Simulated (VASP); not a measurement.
# Ir (Fm-3m) in VASP: a series of runs

Ir is run at these levels: LDA, r2SCAN, PBE; tasks: electric field gradients.

All numbers are computed with VASP 6.6.1; they aren't measurements. Logs are shortened: lines on timing, memory, paths and dates and some standing lists are left out, and cuts for length are marked.

## 1. The cell of the first run

Symmetry: Fm-3m, No. 225, cubic system. Conventional cell: a = 3.839 Å, b = 3.839 Å, c = 3.839 Å, α = 90.00°, β = 90.00°, γ = 90.00°. Within 3.6 Å of Ir (site symmetry m-3m) lie 12 Ir at 2.71 Å.

## 2. Electric field gradients, LDA

File INCAR:

```
  PREC = Accurate
  ENCUT = 400
  EDIFF = 1E-8
  ISMEAR = -1
  SIGMA = 0.05
  LREAL = F
  LASPH = T
  NELM = 120
  ALGO = Normal
  ISIF = 2
  LWAVE = F
  LCHARG = F
  LEFG = T
  NBANDS = 10
  GGA_COMPAT = F
```

File KPOINTS:

```
Automatic mesh
0
Gamma
  15 15 15
```

File POSCAR:

```
Ir
1.0
    0.0000000000      1.9197000000      1.9197000000
    1.9197000000      0.0000000000      1.9197000000
    1.9197000000      1.9197000000      0.0000000000
Ir
1
Direct
    0.0000000000      0.0000000000      0.0000000000
```

Potentials or basis: VASP PAW LDA potentials, release 64 (Ir).

Run with:

```bash
$ cat potpaw_LDA.64/Ir/POTCAR > POTCAR
$ mpirun -np 1 vasp_std > vasp.out
```

OUTCAR:

```text
PREC = Accurate
   ENCUT = 400
   EDIFF = 1E-8
   ISMEAR = -1
   LREAL = F
   LASPH = T
   NELM = 120
   ISIF = 2

 ion  position               nearest neighbor table
   1  0.000  0.000  0.000-

  LATTYP: Found a face centered cubic cell.
 ALAT       =     3.8394000000

  Lattice vectors:

 A1 = (   0.0000000000,   1.9197000000,   1.9197000000)
 A2 = (   1.9197000000,   0.0000000000,   1.9197000000)
 A3 = (   1.9197000000,   1.9197000000,   0.0000000000)

Analysis of symmetry for initial positions (statically):
=====================================================================
 Subroutine PRICEL returns:
 Original cell was already a primitive cell.

 Routine SETGRP: Setting up the symmetry group for a
 face centered cubic supercell.

 Subroutine GETGRP returns: Found 48 space group operations
 (whereof 48 operations were pure point group operations)
 out of a pool of 48 trial point group operations.

The static configuration has the point symmetry O_h .

Analysis of symmetry for dynamics (positions and initial velocities):
=====================================================================
 Subroutine PRICEL returns:
 Original cell was already a primitive cell.

 Routine SETGRP: Setting up the symmetry group for a
 face centered cubic supercell.

 Subroutine GETGRP returns: Found 48 space group operations
 (whereof 48 operations were pure point group operations)
 out of a pool of 48 trial point group operations.

The dynamic configuration has the point symmetry O_h .

 Subroutine INISYM returns: Found 48 space group operations
 (whereof 48 operations are pure point group operations),
 and found     1 'primitive' translations

----------------------------------------------------------------------------------------

                                     Primitive cell

  volume of cell :      14.1491

  direct lattice vectors                    reciprocal lattice vectors
     0.000000000  1.919700000  1.919700000    -0.260457363  0.260457363  0.260457363
     1.919700000  0.000000000  1.919700000     0.260457363 -0.260457363  0.260457363
     1.919700000  1.919700000  0.000000000     0.260457363  0.260457363 -0.260457363

  length of vectors
     2.714865776  2.714865776  2.714865776     0.451125386  0.451125386  0.451125386

  position of ions in fractional coordinates (direct lattice)
     0.000000000  0.000000000  0.000000000

  ion indices of the primitive-cell ions
   primitive index   ion index
                 1           1

----------------------------------------------------------------------------------------

 KPOINTS: Automatic mesh

Automatic generation of k-mesh.
 Grid dimensions read from file:
 generate k-points for:   15   15   15

 Generating k-lattice:

  Cartesian coordinates                     Fractional coordinates (reciprocal lattice)
    -0.017363824  0.017363824  0.017363824     0.066666667  0.000000000  0.000000000
     0.017363824 -0.017363824  0.017363824     0.000000000  0.066666667  0.000000000
     0.017363824  0.017363824 -0.017363824     0.000000000  0.000000000  0.066666667

  Length of vectors
     0.030075026  0.030075026  0.030075026

  Shift w.r.t. Gamma in fractional coordinates (k-lattice)
     0.000000000  0.000000000  0.000000000

 Subroutine IBZKPT returns following result:
 ===========================================

 Found    120 irreducible k-points:

 Following reciprocal coordinates:
            Coordinates               Weight
  0.000000  0.000000  0.000000      1.000000
  0.066667  0.000000  0.000000      8.000000
  0.133333  0.000000  0.000000      8.000000
  0.200000  0.000000  0.000000      8.000000
  0.266667  0.000000  0.000000      8.000000
  0.333333  0.000000  0.000000      8.000000
[... 16 lines left out ...]
  0.133333  0.133333  0.000000      6.000000
  0.200000  0.133333  0.000000     24.000000
 [... further k-points ...]
   k-points           NKPTS =    120   k-points in BZ     NKDIM =    120   number of bands    NBANDS=     10
   number of dos      NEDOS =    301   number of ions     NIONS =      1
   total plane-waves  NPLWV =   5832
   dimension x,y,z NGX =    18 NGY =   18 NGZ =   18
   dimension x,y,z NGXF=    36 NGYF=   36 NGZF=   36
   ions per type =               1
   NGX,Y,Z   is equivalent  to a cutoff of  11.02, 11.02, 11.02 a.u.
   NGXF,Y,Z  is equivalent  to a cutoff of  22.04, 22.04, 22.04 a.u.
 SYSTEM =  unknown system
   PREC   = accura    normal or accurate (medium, high low for compatibility)
   ISTART =      0    job   : 0-new  1-cont  2-samecut
   ICHARG =      2    charge: 1-file 2-atom 10-const
   ISPIN  =      1    spin polarized calculation?
   LNONCOLLINEAR =      F non collinear calculations
   LSORBIT =      F    spin-orbit coupling
   LASPH  =      T    aspherical Exc in radial PAW
   ENCUT  =  400.0 eV  29.40 Ry    5.42 a.u.   4.43  4.43  4.43*2*pi/ulx,y,z
   NELM   =    120;   NELMIN=  2; NELMDL= -5     # of ELM steps
   EDIFF  = 0.1E-07   stopping-criterion for ELM
   LREAL  =      F    real-space projection
   EDIFFG = 0.1E-06   stopping-criterion for IOM
   NSW    =      0    number of steps for IOM
   IBRION =     -1    ionic relax: 0-MD 1-quasi-New 2-CG
   NFREE  =      0    steps in history (QN), initial steepest desc. (CG)
   ISIF   =      2    stress and relaxation
   ISYM   =      2    0-nonsym 1-usesym 2-fastsym
   POTIM  = 0.5000    time-step for ionic-motion
   TEBEG  =    0.0;   TEEND  =   0.0 temperature during run
   PSTRESS=    0.0 pullay stress
   NELECT =       9.0000    total number of electrons
   NUPDOWN=      -1.0000    fix difference up-down
   EMIN   =  10.00;   EMAX   =-10.00  energy-range for DOS
   EFERMI =   0.00;   METHOD = LEGACY
   ISMEAR =    -1;   SIGMA  =   0.05  broadening in eV -4-tet -1-fermi 0-gaus
   EFERMI_NEDOS =   21; number of points for ismear=-14 and -15
   IALGO  =     38    algorithm
   IMIX   =      4    mixing-type and parameters
     AMIX     =   0.40;   BMIX     =  1.00
     AMIX_MAG =   1.60;   BMIX_MAG =  1.00
  volume/ion in A,a.u.               =      14.15        95.48
  Fermi-wavevector in a.u.,A,eV,Ry     =   1.407923  2.660589 26.970118  1.982248
  Thomas-Fermi vector in A             =   2.530133
   LORBIT       =      0    0 simple, 1 ext, 2 COOP (PROOUT), +10 PAW based schemes
   GGA     = CA    functional components
   LHFCALC =     F    Hartree Fock is set to
   AEXX    =    0.0000 exact exchange contribution
   IVDW    =     0    specifies the selected vdW correction
   LEPSILON=     F    determine dielectric tensor
   LRPA    =     F    only Hartree local field effects (RPA)
 non-spin polarized calculation
  energy-cutoff  :      400.00
  volume of cell :       14.15
 maximum number of plane-waves:       271
 NGX is ok and might be reduce to    18
   NGX =  9   NGY =  9   NGZ =  9

 number of electron       8.9999998 magnetization

 Free energy of the ion-electron system (eV)
  ---------------------------------------------------
  ext. energy  EPLUGINS =         0.00000000
  ---------------------------------------------------
  free energy    TOTEN  =       -10.33038864 eV

  energy without entropy =      -10.32233339  energy(sigma->0) =      -10.32636101

 E-fermi :  10.3547     XC(G=0): -14.1392

 val. band max:       10.3525775982   @ k =  -0.3333   0.2667   0.0667
 cond. band min:      10.3797628058   @ k =  -0.3333   0.2000   0.0667
 fundamental gap:      0.0271852076
 Fermi energy:        10.3547036030

 k-point     1 :       0.0000    0.0000    0.0000
  band No.  band energies     occupation
      1      -0.7963      2.00000
      2       6.3893      2.00000
      3       6.3893      2.00000
      4       6.3893      2.00000
      5       9.1155      2.00000
      6       9.1155      2.00000
      7      24.6536      0.00000
      8      30.1909      0.00000
      9      30.1909      0.00000
     10      30.1909      0.00000

 k-point     2 :       0.0667    0.0000    0.0000
  band No.  band energies     occupation
      1      -0.5986      2.00000
      2       6.2853      2.00000
      3       6.4749      2.00000
      4       6.4749      2.00000
      5       9.0606      2.00000
      6       9.0606      2.00000
      7      24.9951      0.00000
      8      29.1950      0.00000
      9      30.5174      0.00000
     10      30.5174      0.00000
[... 274 lines left out ...]
 k-point    24 :       0.2000    0.1333    0.0000
  band No.  band energies     occupation
      1       0.8556      2.00000
      2       5.3422      2.00000
      3       7.1796      2.00000
      4       7.2742      2.00000
      5       8.0915      2.00000
      6       9.5837      2.00000
      7      27.3589      0.00000
      8      27.4297      0.00000
      9      30.4866      0.00000
     10      31.0269      0.00000

 [... further k-points ...]

------------------------ aborting loop because EDIFF is reached ----------------------------------------

  FORCE on cell =-STRESS in cart. coord.  units (eV):
  Direction    XX          YY          ZZ          XY          YZ          ZX
  --------------------------------------------------------------------------------------
  -------------------------------------------------------------------------------------
  Total       -0.5461117     -0.5461117     -0.5461117      0.0000000     -0.0000000     -0.0000000
  in kB      -61.8389298    -61.8389298    -61.8389298      0.0000000     -0.0000000     -0.0000000
  external PRESSURE =     -61.8389298 kB  Pullay stress =       0.0000000 kB

 VOLUME and BASIS-vectors are now :
 -----------------------------------------------------------------------------
  energy-cutoff  :      400.00
  volume of cell :       14.15
      direct lattice vectors                 reciprocal lattice vectors
     0.000000000  1.919700000  1.919700000    -0.260457363  0.260457363  0.260457363
     1.919700000  0.000000000  1.919700000     0.260457363 -0.260457363  0.260457363
     1.919700000  1.919700000  0.000000000     0.260457363  0.260457363 -0.260457363

 POSITION                                       TOTAL-FORCE (eV/Angst)
 -----------------------------------------------------------------------------------
      0.00000      0.00000      0.00000        -0.000000      0.000000      0.000000
 -----------------------------------------------------------------------------------
    total drift:                                0.000000      0.000000     -0.000000

  FREE ENERGIE OF THE ION-ELECTRON SYSTEM (eV)
  ---------------------------------------------------
  free  energy   TOTEN  =       -10.3303886352 eV

  energy  without entropy=      -10.3223333895  energy(sigma->0) =      -10.32636101

 Electric field gradients (V/A^2)
---------------------------------------------------------------------
 ion       V_xx      V_yy      V_zz      V_xy      V_xz      V_yz
---------------------------------------------------------------------
   1      -0.000    -0.000    -0.000     0.000     0.000     0.000
---------------------------------------------------------------------

 Electric field gradients after diagonalization (V/A^2)
 (convention: |V_zz| > |V_xx| > |V_yy|)
----------------------------------------------------------------------
 ion       V_xx      V_yy      V_zz     asymmetry (V_yy - V_xx)/ V_zz
----------------------------------------------------------------------
   1      -0.000    -0.000     0.000       0.000
----------------------------------------------------------------------

           NMR quadrupolar parameters

 Cq : quadrupolar parameter    Cq=e*Q*V_zz/h
 eta: asymmetry parameters     (V_yy - V_xx)/ V_zz
 Q  : nuclear electric quadrupole moment in mb (millibarn)
----------------------------------------------------------------------
 ion       Cq(MHz)       eta       Q (mb)
----------------------------------------------------------------------
   1       0.000       0.000       1.000
----------------------------------------------------------------------
```

Wall time 12 s (1 thread of Intel Xeon 8259CL, shared host); peak memory 0.12 GiB.

Results:

```
Free energy                             : -10.3304 eV
Pressure                                : -6.2 GPa
Band gap on the k mesh                  : zero (an odd number of electrons rules out a gap without spin polarisation)
Largest electric field gradient by atom : under 0.05 V/Å² on every atom
```

Caveat: the cell stands under tension; spin-orbit coupling is left out, which moves the levels of the heavy elements.

## 3. Electric field gradients, LDA (14.72 Å³/atom)

This run uses another cell than the first one, of 14.72 Å³/atom.

File INCAR:

```
SYSTEM = Ir
ALGO = Normal
EDIFF = 1E-8
ENCUT = 400
GGA = CA
GGA_COMPAT = .False.
ISIF = 2
ISMEAR = -1
LASPH = .True.
LCHARG = .False.
LEFG = .True.
LREAL = .False.
LWAVE = .False.
NBANDS = 10
NELM = 120
PREC = Accurate
SIGMA = 0.05
```

File KPOINTS:

```
k-points
0
Gamma
  15 15 15
  0 0 0
```

File POSCAR:

```
Ir
1.0
    0.0000000000      1.9449621075      1.9449621075
    1.9449621075      0.0000000000      1.9449621075
    1.9449621075      1.9449621075      0.0000000000
Ir
1
Direct
    0.0000000000      0.0000000000      0.0000000000
```

Potentials or basis: VASP PAW LDA potentials, release 64 (Ir).

Run with:

```bash
$ cat potpaw_LDA.64/Ir/POTCAR > POTCAR
$ mpirun -np 1 vasp_std > vasp.out
```

OUTCAR:

```text
SYSTEM = Ir
   EDIFF = 1E-8
   ENCUT = 400
   GGA = CA
   ISIF = 2
   ISMEAR = -1
   LASPH = .True.
   LREAL = .False.
   NELM = 120
   PREC = Accurate

 ion  position               nearest neighbor table
   1  0.000  0.000  0.000-

  LATTYP: Found a face centered cubic cell.
 ALAT       =     3.8899242150

  Lattice vectors:

 A1 = (   0.0000000000,   1.9449621075,   1.9449621075)
 A2 = (   1.9449621075,   0.0000000000,   1.9449621075)
 A3 = (   1.9449621075,   1.9449621075,   0.0000000000)

Analysis of symmetry for initial positions (statically):
=====================================================================
 Subroutine PRICEL returns:
 Original cell was already a primitive cell.

 Routine SETGRP: Setting up the symmetry group for a
 face centered cubic supercell.

[... 493 lines left out ...]
  external PRESSURE =    -193.7536685 kB  Pullay stress =       0.0000000 kB

 VOLUME and BASIS-vectors are now :
 -----------------------------------------------------------------------------
  energy-cutoff  :      400.00
  volume of cell :       14.72
      direct lattice vectors                 reciprocal lattice vectors
     0.000000000  1.944962108  1.944962108    -0.257074417  0.257074417  0.257074417
     1.944962108  0.000000000  1.944962108     0.257074417 -0.257074417  0.257074417
     1.944962108  1.944962108  0.000000000     0.257074417  0.257074417 -0.257074417

 POSITION                                       TOTAL-FORCE (eV/Angst)
 -----------------------------------------------------------------------------------
      0.00000      0.00000      0.00000         0.000000      0.000000      0.000000
 -----------------------------------------------------------------------------------
    total drift:                                0.000000      0.000000     -0.000000

  FREE ENERGIE OF THE ION-ELECTRON SYSTEM (eV)
  ---------------------------------------------------
  free  energy   TOTEN  =       -10.2842942720 eV

  energy  without entropy=      -10.2757767741  energy(sigma->0) =      -10.28003552

 Electric field gradients (V/A^2)
---------------------------------------------------------------------
 ion       V_xx      V_yy      V_zz      V_xy      V_xz      V_yz
---------------------------------------------------------------------
   1       0.000     0.000    -0.000     0.000     0.000     0.000
---------------------------------------------------------------------

 Electric field gradients after diagonalization (V/A^2)
 (convention: |V_zz| > |V_xx| > |V_yy|)
----------------------------------------------------------------------
 ion       V_xx      V_yy      V_zz     asymmetry (V_yy - V_xx)/ V_zz
----------------------------------------------------------------------
   1      -0.000    -0.000     0.000       0.000
----------------------------------------------------------------------

           NMR quadrupolar parameters

 Cq : quadrupolar parameter    Cq=e*Q*V_zz/h
 eta: asymmetry parameters     (V_yy - V_xx)/ V_zz
 Q  : nuclear electric quadrupole moment in mb (millibarn)
----------------------------------------------------------------------
 ion       Cq(MHz)       eta       Q (mb)
----------------------------------------------------------------------
   1       0.000       0.000       1.000
----------------------------------------------------------------------
```

Wall time 12 s (1 thread of Intel Xeon 8259CL, shared host); peak memory 0.12 GiB.

Results:

```yaml
Free_energy: -10.2843 eV
Pressure: -19.4 GPa
Band_gap_on_the_k_mesh: zero (an odd number of electrons rules out a gap without spin polarisation)
Largest_electric_field_gradient_by_atom: under 0.05 V/Å² on every atom
```

Levels at points of the mesh, in eV from the Fermi level:
```tsv
k point	band 1	band 2	band 3	band 4	band 5	band 6	band 7	band 8
(0.00, 0.00, 0.00)	-10.73	-3.73	-3.73	-3.73	-1.17	-1.17	14.38	19.69
```

Caveat: the cell stands under tension; spin-orbit coupling is left out, which moves the levels of the heavy elements.

(Part 1 of 3 ends here.)

The gap in the log of VASP goes by the Fermi energy; the results here count the filled bands.